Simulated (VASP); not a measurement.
# Ga in VASP: notebook

The runs below take Ga through relaxation of shape and atoms at fixed volume, with PBE.

Everything below comes from runs of VASP 6.6.1. Logs are shortened: lines on timing, memory, paths and dates and some standing lists are left out, and cuts for length are marked.

## Step 1: The cell of the first run

The typed cell holds 1 atom: a = 2.769 Å, b = 2.769 Å, c = 2.770 Å, α = 90.00°, β = 90.00°, γ = 90.00°.

This isn't the form of Ga at room conditions, which is orthorhombic.

## Step 2: Relaxation of shape and atoms at fixed volume, PBE (21.25 Å³/atom)

INCAR reads:

```
SYSTEM = Ga
PREC = Accurate
ENCUT = 600
EDIFF = 1E-6
ISMEAR = 0
SIGMA = 0.1
LREAL = .False.
LASPH = .True.
NELM = 80
ALGO = Fast
ISIF = 4
LWAVE = .False.
LCHARG = .False.
GGA = PE
IBRION = 2
NSW = 50
EDIFFG = -0.01
```

KPOINTS reads:

```
Automatic mesh
0
Gamma
  20 20 20
  0 0 0
```

POSCAR reads:

```
Ga
1.0
    2.7694307270      0.0000000000      0.0000000000
    0.0000000000      2.7694307270      0.0000000000
    0.0000000000      0.0000000000      2.7704007620
Ga
1
Direct
    0.5000000000      0.5000000000      0.5000000000
```

Potentials or basis: VASP PAW PBE potentials, release 64 (Ga_d).

The run is started by

```bash
cat potpaw_PBE.64/Ga_d/POTCAR > POTCAR
mpirun -np 1 vasp_std > vasp.out
```

OUTCAR:

```text
SYSTEM = Ga
   PREC = Accurate
   ENCUT = 600
   EDIFF = 1E-6
   ISMEAR = 0
   LREAL = .False.
   LASPH = .True.
   NELM = 80
   ISIF = 4
   GGA = PE
   IBRION = 2
   NSW = 50
   EDIFFG = -0.01

 ion  position               nearest neighbor table
   1  0.500  0.500  0.500-

  LATTYP: Found a simple tetragonal cell.
 ALAT       =     2.7694307270
 C/A-ratio  =     1.0003502651

  Lattice vectors:

 A1 = (   2.7694307270,   0.0000000000,   0.0000000000)
 A2 = (   0.0000000000,   2.7694307270,   0.0000000000)
 A3 = (   0.0000000000,   0.0000000000,   2.7704007620)

Analysis of symmetry for initial positions (statically):
=====================================================================
 Subroutine PRICEL returns:
 Original cell was already a primitive cell.

 Routine SETGRP: Setting up the symmetry group for a
 simple tetragonal supercell.

 Subroutine GETGRP returns: Found 16 space group operations
 (whereof 16 operations were pure point group operations)
 out of a pool of 16 trial point group operations.

The static configuration has the point symmetry D_4h.

Analysis of symmetry for dynamics (positions and initial velocities):
=====================================================================
 Subroutine PRICEL returns:
 Original cell was already a primitive cell.

 Routine SETGRP: Setting up the symmetry group for a
 simple tetragonal supercell.

 Subroutine GETGRP returns: Found 16 space group operations
 (whereof 16 operations were pure point group operations)
 out of a pool of 16 trial point group operations.

The dynamic configuration has the point symmetry D_4h.

 Subroutine INISYM returns: Found 16 space group operations
 (whereof 16 operations are pure point group operations),
 and found     1 'primitive' translations

----------------------------------------------------------------------------------------

                                     Primitive cell

  volume of cell :      21.2483

  direct lattice vectors                    reciprocal lattice vectors
     2.769430727  0.000000000  0.000000000     0.361085038  0.000000000  0.000000000
     0.000000000  2.769430727  0.000000000     0.000000000  0.361085038  0.000000000
     0.000000000  0.000000000  2.770400762     0.000000000  0.000000000  0.360958607

  length of vectors
     2.769430727  2.769430727  2.770400762     0.361085038  0.361085038  0.360958607

  position of ions in fractional coordinates (direct lattice)
     0.500000000  0.500000000  0.500000000

  ion indices of the primitive-cell ions
   primitive index   ion index
                 1           1

----------------------------------------------------------------------------------------

 KPOINTS: Automatic mesh

Automatic generation of k-mesh.
 Grid dimensions read from file:
 generate k-points for:   20   20   20

 Generating k-lattice:

  Cartesian coordinates                     Fractional coordinates (reciprocal lattice)
     0.018054252  0.000000000  0.000000000     0.050000000  0.000000000  0.000000000
     0.000000000  0.018054252  0.000000000     0.000000000  0.050000000  0.000000000
     0.000000000  0.000000000  0.018047930     0.000000000  0.000000000  0.050000000

  Length of vectors
     0.018054252  0.018054252  0.018047930

  Shift w.r.t. Gamma in fractional coordinates (k-lattice)
     0.000000000  0.000000000  0.000000000

 Subroutine IBZKPT returns following result:
 ===========================================

 Found    726 irreducible k-points:

 Following reciprocal coordinates:
            Coordinates               Weight
  0.000000  0.000000  0.000000      1.000000
  0.050000  0.000000  0.000000      4.000000
  0.100000  0.000000  0.000000      4.000000
  0.150000  0.000000  0.000000      4.000000
  0.200000  0.000000  0.000000      4.000000
  0.250000  0.000000  0.000000      4.000000
[... 16 lines left out ...]
  0.150000  0.100000  0.000000      8.000000
  0.200000  0.100000  0.000000      8.000000
 [... further k-points ...]
   k-points           NKPTS =    726   k-points in BZ     NKDIM =    726   number of bands    NBANDS=     10
   number of dos      NEDOS =    301   number of ions     NIONS =      1
   total plane-waves  NPLWV =  13824
   dimension x,y,z NGX =    24 NGY =   24 NGZ =   24
   dimension x,y,z NGXF=    48 NGYF=   48 NGZF=   48
   ions per type =               1
   NGX,Y,Z   is equivalent  to a cutoff of  14.41, 14.41, 14.40 a.u.
   NGXF,Y,Z  is equivalent  to a cutoff of  28.81, 28.81, 28.80 a.u.
 SYSTEM =  Ga
   PREC   = accura    normal or accurate (medium, high low for compatibility)
   ISTART =      0    job   : 0-new  1-cont  2-samecut
   ICHARG =      2    charge: 1-file 2-atom 10-const
   ISPIN  =      1    spin polarized calculation?
   LNONCOLLINEAR =      F non collinear calculations
   LSORBIT =      F    spin-orbit coupling
   LASPH  =      T    aspherical Exc in radial PAW
   ENCUT  =  600.0 eV  44.10 Ry    6.64 a.u.   5.53  5.53  5.53*2*pi/ulx,y,z
   NELM   =     80;   NELMIN=  2; NELMDL= -5     # of ELM steps
   EDIFF  = 0.1E-05   stopping-criterion for ELM
   LREAL  =      F    real-space projection
   EDIFFG = -.1E-01   stopping-criterion for IOM
   NSW    =     50    number of steps for IOM
   IBRION =      2    ionic relax: 0-MD 1-quasi-New 2-CG
   NFREE  =      1    steps in history (QN), initial steepest desc. (CG)
   ISIF   =      4    stress and relaxation
   ISYM   =      2    0-nonsym 1-usesym 2-fastsym
   POTIM  = 0.5000    time-step for ionic-motion
   TEBEG  =    0.0;   TEEND  =   0.0 temperature during run
   PSTRESS=    0.0 pullay stress
   NELECT =      13.0000    total number of electrons
   NUPDOWN=      -1.0000    fix difference up-down
   EMIN   =  10.00;   EMAX   =-10.00  energy-range for DOS
   EFERMI =   0.00;   METHOD = LEGACY
   ISMEAR =     0;   SIGMA  =   0.10  broadening in eV -4-tet -1-fermi 0-gaus
   EFERMI_NEDOS =   21; number of points for ismear=-14 and -15
   IALGO  =     68    algorithm
   IMIX   =      4    mixing-type and parameters
     AMIX     =   0.40;   BMIX     =  1.00
     AMIX_MAG =   1.60;   BMIX_MAG =  1.00
  volume/ion in A,a.u.               =      21.25       143.39
  Fermi-wavevector in a.u.,A,eV,Ry     =   1.389786  2.626316 26.279740  1.931506
  Thomas-Fermi vector in A             =   2.513784
   LORBIT       =      0    0 simple, 1 ext, 2 COOP (PROOUT), +10 PAW based schemes
   GGA     = PE    functional components
   LHFCALC =     F    Hartree Fock is set to
   AEXX    =    0.0000 exact exchange contribution
   IVDW    =     0    specifies the selected vdW correction
   LEPSILON=     F    determine dielectric tensor
   LRPA    =     F    only Hartree local field effects (RPA)
 conjugate gradient relaxation of ions
 non-spin polarized calculation
 RMM-DIIS sequential band-by-band and
 Gauss-broadening in eV      SIGMA  =   0.10
  energy-cutoff  :      600.00
  volume of cell :       21.25
 maximum number of plane-waves:       739
 NGX is ok and might be reduce to    24
   NGX = 11   NGY = 11   NGZ = 11

 number of electron      12.9999995 magnetization

 Free energy of the ion-electron system (eV)
  ---------------------------------------------------
  ext. energy  EPLUGINS =         0.00000000
  ---------------------------------------------------
  free energy    TOTEN  =        -2.81863229 eV

  energy without entropy =       -2.81567679  energy(sigma->0) =       -2.81715454

 E-fermi :   4.2957     XC(G=0): -10.3561

 val. band max:        4.2744910021   @ k =   0.3500   0.3000   0.5000
 cond. band min:       4.2962637313   @ k =   0.4500   0.0000   0.5000
 fundamental gap:      0.0217727292
 Fermi energy:         4.2957140465

 k-point     1 :       0.0000    0.0000    0.0000
  band No.  band energies     occupation
      1     -10.7593      2.00000
      2     -10.7590      2.00000
      3     -10.3128      2.00000
      4     -10.3128      2.00000
      5     -10.3126      2.00000
      6      -5.8936      2.00000
      7      12.8398      0.00000
      8      12.8527      0.00000
      9      12.8535      0.00000
     10      15.8009      0.00000

 k-point     2 :       0.0500    0.0000    0.0000
  band No.  band energies     occupation
      1     -10.7582      2.00000
      2     -10.7516      2.00000
      3     -10.3159      2.00000
      4     -10.3156      2.00000
      5     -10.3126      2.00000
      6      -5.8452      2.00000
      7      12.0065      0.00000
      8      12.8892      0.00000
      9      12.9025      0.00000
     10      15.8441      0.00000

 k-point     3 :       0.1000    0.0000    0.0000
  band No.  band energies     occupation
      1     -10.7559      2.00000
      2     -10.7297      2.00000
      3     -10.3246      2.00000
      4     -10.3244      2.00000
      5     -10.3118      2.00000
      6      -5.6998      2.00000
      7      10.4752      0.00000
      8      13.0377      0.00000
      9      13.0509      0.00000
     10      15.9721      0.00000

 k-point     4 :       0.1500    0.0000    0.0000
  band No.  band energies     occupation
      1     -10.7522      2.00000
      2     -10.6961      2.00000
      3     -10.3382      2.00000
      4     -10.3380      2.00000
      5     -10.3107      2.00000
      6      -5.4566      2.00000
      7       8.8614      0.00000
      8      13.2813      0.00000
      9      13.2946      0.00000
     10      16.1789      0.00000
[... 222 lines left out ...]
 k-point    22 :       0.1000    0.1000    0.0000
  band No.  band energies     occupation
      1     -10.7398      2.00000
      2     -10.7125      2.00000
      3     -10.3371      2.00000
      4     -10.3244      2.00000
      5     -10.3228      2.00000
      6      -5.5060      2.00000
      7      10.4330      0.00000
      8      10.9268      0.00000
      9      13.2359      0.00000
     10      16.6794      0.00000

 k-point    23 :       0.1500    0.1000    0.0000
  band No.  band energies     occupation
      1     -10.7326      2.00000
      2     -10.6817      2.00000
      3     -10.3518      2.00000
      4     -10.3372      2.00000
      5     -10.3223      2.00000
      6      -5.2631      2.00000
      7       9.0217      0.00000
      8      10.9652      0.00000
      9      13.4797      0.00000
     10      16.9285      0.00000

 k-point    24 :       0.2000    0.1000    0.0000
  band No.  band energies     occupation
      1     -10.7269      2.00000
      2     -10.6403      2.00000
      3     -10.3703      2.00000
      4     -10.3542      2.00000
      5     -10.3207      2.00000
      6      -4.9222      2.00000
      7       7.4602      0.00000
      8      11.2782      0.00000
      9      13.8127      0.00000
     10      17.2289      0.00000

 [... further k-points ...]

------------------------ aborting loop because EDIFF is reached ----------------------------------------

  FORCE on cell =-STRESS in cart. coord.  units (eV):
  Direction    XX          YY          ZZ          XY          YZ          ZX
  --------------------------------------------------------------------------------------
  -------------------------------------------------------------------------------------
  Total       -0.2830268     -0.2830268     -0.2855751      0.0000000      0.0000000      0.0000000
  in kB      -21.3409920    -21.3409920    -21.5331363      0.0000000      0.0000000      0.0000000
  external PRESSURE =     -21.4050401 kB  Pullay stress =       0.0000000 kB

 VOLUME and BASIS-vectors are now :
 -----------------------------------------------------------------------------
  energy-cutoff  :      600.00
  volume of cell :       21.25
      direct lattice vectors                 reciprocal lattice vectors
     2.769430727  0.000000000  0.000000000     0.361085038  0.000000000  0.000000000
     0.000000000  2.769430727  0.000000000     0.000000000  0.361085038  0.000000000
     0.000000000  0.000000000  2.770400762     0.000000000  0.000000000  0.360958607

 POSITION                                       TOTAL-FORCE (eV/Angst)
 -----------------------------------------------------------------------------------
      1.38472      1.38472      1.38520         0.000000      0.000000      0.000000
 -----------------------------------------------------------------------------------
    total drift:                                0.000000     -0.000000     -0.000000

  FREE ENERGIE OF THE ION-ELECTRON SYSTEM (eV)
  ---------------------------------------------------
  free  energy   TOTEN  =        -2.8186322875 eV

  energy  without entropy=       -2.8156767949  energy(sigma->0) =       -2.81715454

 reached required accuracy - stopping structural energy minimisation
```

Run time: 63 s. Hardware: 1 thread of Intel Xeon 6975P-C (Granite Rapids), shared host; peak memory 0.3 GiB.

Results:

* Free energy: -2.8186 eV
* Pressure after relaxing: -2.1 GPa
* Band gap on the k mesh: zero (an odd number of electrons rules out a gap without spin polarisation)

Final structure:
```cif
data_structure
_symmetry_space_group_name_H-M 'P 1'
_symmetry_Int_Tables_number 1
_cell_length_a 2.7694
_cell_length_b 2.7694
_cell_length_c 2.7704
_cell_angle_alpha 90.000
_cell_angle_beta 90.000
_cell_angle_gamma 90.000
_cell_volume 21.25
loop_
_atom_site_label
_atom_site_type_symbol
_atom_site_fract_x
_atom_site_fract_y
_atom_site_fract_z
_atom_site_occupancy
Ga1 Ga 0.50000 0.50000 0.50000 1
```

Levels at points of the mesh, in eV from the Fermi level:
| k point | band 4 | band 5 | band 6 | band 7 | band 8 | band 9 | band 10 |
| --- | --- | --- | --- | --- | --- | --- | --- |
| (0.00, 0.00, 0.00) | -14.61 | -14.61 | -10.19 | 8.54 | 8.56 | 8.56 | 11.51 |
| (0.50, 0.00, 0.00) | -14.73 | -14.60 | -6.12 | -3.84 | 11.73 | 11.74 | 15.02 |
| (0.50, 0.50, 0.00) | -14.71 | -14.49 | -1.89 | -0.59 | -0.59 | 4.21 | 14.95 |
| (0.00, 0.00, 0.50) | -14.73 | -14.60 | -6.13 | -3.84 | 11.73 | 11.73 | 15.06 |
| (0.50, 0.00, 0.50) | -14.71 | -14.49 | -1.89 | -0.60 | -0.59 | 4.21 | 14.97 |
| (0.50, 0.50, 0.50) | -14.48 | -14.48 | 2.49 | 2.49 | 2.50 | 3.08 | 8.01 |

Caveat: the relaxation stopped at its first step, so nothing moved.

## Step 3: Relaxation of shape and atoms at fixed volume, PBE (22.05 Å³/atom)

This run uses another cell than the first one, of 22.05 Å³/atom.

INCAR reads:

```
PREC = Accurate ; ENCUT = 600
EDIFF = 1E-6 ; ISMEAR = 0
SIGMA = 0.1 ; LREAL = False
LASPH = True ; NELM = 80
ALGO = Fast ; ISIF = 4
LWAVE = False ; LCHARG = False
GGA = PE ; IBRION = 2
NSW = 50 ; EDIFFG = -0.01
```

KPOINTS reads:

```
regular mesh
0
Gamma
  20 20 20
```

POSCAR reads:

```
Ga
1.0
    2.8038371113      0.0000000000      0.0000000000
    0.0000000000      2.8038371113      0.0000000000
    0.0000000000      0.0000000000      2.8048191977
Ga
1
Direct
    0.5000000000      0.5000000000      0.5000000000
```

Potentials or basis: VASP PAW PBE potentials, release 64 (Ga_d).

The run is started by

```bash
cat potpaw_PBE.64/Ga_d/POTCAR > POTCAR
mpirun -np 1 vasp_std > vasp.out
```

It took 79 s on 1 thread of Intel Xeon 6975P-C (Granite Rapids), shared host; peak memory 0.3 GiB.

The run converged. Its results:

* Free energy: -2.8048 eV
* Pressure after relaxing: -3.3 GPa
* Band gap on the k mesh: zero (an odd number of electrons rules out a gap without spin polarisation)

Final structure:
```cif
data_structure
_symmetry_space_group_name_H-M 'P 1'
_symmetry_Int_Tables_number 1
_cell_length_a 2.8038
_cell_length_b 2.8038
_cell_length_c 2.8048
_cell_angle_alpha 90.000
_cell_angle_beta 90.000
_cell_angle_gamma 90.000
_cell_volume 22.05
loop_
_atom_site_label
_atom_site_type_symbol
_atom_site_fract_x
_atom_site_fract_y
_atom_site_fract_z
_atom_site_occupancy
Ga1 Ga 0.50000 0.50000 0.50000 1
```

Levels at points of the mesh, in eV from the Fermi level:
```csv
k point,band 3,band 4,band 5,band 6,band 7,band 8,band 9,band 10
"(0.00, 0.00, 0.00)",-14.62,-14.62,-14.62,-9.97,8.30,8.31,8.31,11.27
"(0.50, 0.00, 0.00)",-14.73,-14.73,-14.61,-6.08,-3.69,11.33,11.34,14.68
"(0.50, 0.50, 0.00)",-14.71,-14.71,-14.51,-2.03,-0.55,-0.55,4.20,14.36
"(0.00, 0.00, 0.50)",-14.73,-14.73,-14.61,-6.08,-3.69,11.34,11.34,14.68
"(0.50, 0.00, 0.50)",-14.71,-14.71,-14.51,-2.04,-0.56,-0.55,4.20,14.37
"(0.50, 0.50, 0.50)",-14.88,-14.50,-14.50,2.41,2.41,2.42,2.66,7.90
```

Caveat: the relaxation stopped at its first step, so nothing moved.
